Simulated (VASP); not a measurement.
KCr2MoF6, 10 atoms in the cell. Symmetry: Fm-3m, No. 225, cubic system. The conventional cell has a = 7.825 Å, b = 7.825 Å, c = 7.825 Å, α = 90.00°, β = 90.00°, γ = 90.00°. Mo (site symmetry m-3m) has 6 F at 1.78 Å within 2.4 Å. K (site symmetry m-3m) has 6 F at 2.14 Å within 2.8 Å. Cr (site symmetry -43m) has 12 F at 2.77 Å and 4 Mo at 3.39 Å and 4 K at 3.39 Å within 3.7 Å. Within 2.4 Å of F (site symmetry 4mm) lie 1 Mo at 1.78 Å and 1 K at 2.14 Å. 

- Program: VASP 6.6.1
- Task: single point
- Functional: PBE
- Potentials or basis: VASP PAW PBE potentials, release 64 (Mo_sv, K_sv, Cr_pv, F)
- Cutoff: 520 eV
- k mesh: 4 × 4 × 4
- Occupations: fermi-dirac, width 0.1 eV
- Spin: collinear spin, ferromagnetic start
- Starting moments: [1.08, 0.02, 4.87, 4.87, 0.08, 0.08, 0.08, 0.08, 0.08, 0.08] μB
- Dipole correction: no
- Further INCAR settings: ALGO = Normal; EDIFF = 1e-07; NBANDS = 60

Potentials or basis: VASP PAW PBE potentials, release 64 (Mo_sv, K_sv, Cr_pv, F).

Command:

```sh
$ cat potpaw_PBE.64/Mo_sv/POTCAR potpaw_PBE.64/K_sv/POTCAR potpaw_PBE.64/Cr_pv/POTCAR potpaw_PBE.64/F/POTCAR > POTCAR
$ mpirun -np 1 vasp_std > vasp.out
```

Hardware: 1 thread of Intel(R) Xeon(R) Platinum 8375C CPU @ 2.90GHz (Ice Lake), with other jobs on the host.

**Question.** How long does it take, and how much memory?

**Answer.** It took 3.6 min on 1 thread of Intel(R) Xeon(R) Platinum 8375C CPU @ 2.90GHz (Ice Lake), on a shared host, peak memory 0.36 GiB. Counts: scf iterations 22, k points 8.
